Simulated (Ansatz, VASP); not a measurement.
# KBr: VASP beside Ansatz

```
CELL_PARAMETERS angstrom
0.00000 3.34997 3.34997
3.34997 0.00000 3.34997
3.34997 3.34997 0.00000
ATOMIC_POSITIONS crystal
K 0.00000 0.00000 0.00000
Br 0.50000 0.50000 0.50000
```

Alike in both runs: functional PBE; k mesh 6 × 6 × 6; occupations gaussian, width 0.02 eV; no spin polarisation.

Ansatz relaxed the structure, and its values are those at the end. VASP's run is a single point on that final structure, the one shown.

|  | VASP | Ansatz |
| --- | --- | --- |
| version | VASP 6.6.1 | Ansatz 0.2.0 |
| potentials or method | VASP PAW PBE potentials, release 64 (K_sv, Br), cutoff 520 eV | scalar-relativistic, plane waves, PAW |
| valence electrons in the cell | 16 | 16 |

```tsv
	VASP	Ansatz	Ansatz less VASP
gap on the k mesh at the Fermi level (eV)	4.32	4.32	+0.001
least direct gap on the mesh (eV)	4.32	4.32	+0.001
pressure (GPa)	0.1	0.0	-0.03
```
